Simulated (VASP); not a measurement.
Crystal: Re.

```
Re
1.0
     0.00000    1.97500    1.97500
     1.97500    0.00000    1.97500
     1.97500    1.97500    0.00000
Re
1
Direct
  0.00000 0.00000 0.00000
```

* Program: VASP 6.6.1
* Task: relaxation of volume and atoms at fixed shape
* Functional: LDA
* Potentials or basis: VASP PAW LDA potentials, release 64 (Re)
* Cutoff: 600 eV
* k mesh: 20 × 20 × 20
* Occupations: gaussian, width 0.05 eV
* Spin: no spin polarisation

At the start: pressure -23.1 GPa; volume 15.41 Å³/atom.

Question: How do energy, volume and symmetry change on relaxing?

Answer: Over 5 steps the energy falls by 74.4 meV/atom and the volume is 14.43 Å³/atom (-6.3 %); space group Fm-3m (No. 225, to 0.05 Å).

Step by step:
```tsv
step	energy change (eV)	largest force (eV/Å)	pressure (GPa)	volume (Å³)
1	0.0000	0.0000	-23.07	15.41
2	1.6619	0.0000	203.98	10.97
3	-0.0730	0.0000	-3.50	14.56
4	-0.0743	0.0000	-1.10	14.47
5	-0.0744	0.0000	0.00	14.43
```

Final structure:
```
Re
1.0
     0.00000    1.93250    1.93250
     1.93250    0.00000    1.93250
     1.93250    1.93250    0.00000
Re
1
Direct
  0.00000 0.00000 0.00000
```
